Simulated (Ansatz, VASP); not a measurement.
**Two plane-wave programs on Zr**

```
Zr
1.0
     3.18534    0.00000    0.00000
    -1.59267    2.75858    0.00000
     0.00000    0.00000    5.15644
Zr
2
Direct
  0.33333 0.66667 0.25000
  0.66667 0.33333 0.75000
```

Alike in both runs: task single point; functional LDA; k mesh 19 × 19 × 10; occupations fermi-dirac, width 0.1 eV; no spin polarisation.

```csv
,VASP,Ansatz
version,VASP 6.6.1,Ansatz 0.2.0
potentials or method,"VASP PAW LDA potentials, release 64 (Zr_sv), cutoff 520 eV","plane waves (420 eV) with PAW, scalar-relativistic"
valence electrons in the cell,24,24
```

|  | VASP | Ansatz | Ansatz less VASP |
| --- | --- | --- | --- |
| pressure (GPa) | -3.7 | -3.8 | -0.09 |
| traceless stress, the component that is largest in VASP (GPa) | -0.21 | -0.24 | -0.032 |

Ansatz warns that its potentials were made for another functional, while VASP's fit it. LDA's correlation is that of Perdew and Zunger in VASP and of Perdew and Wang (1992) in Ansatz.
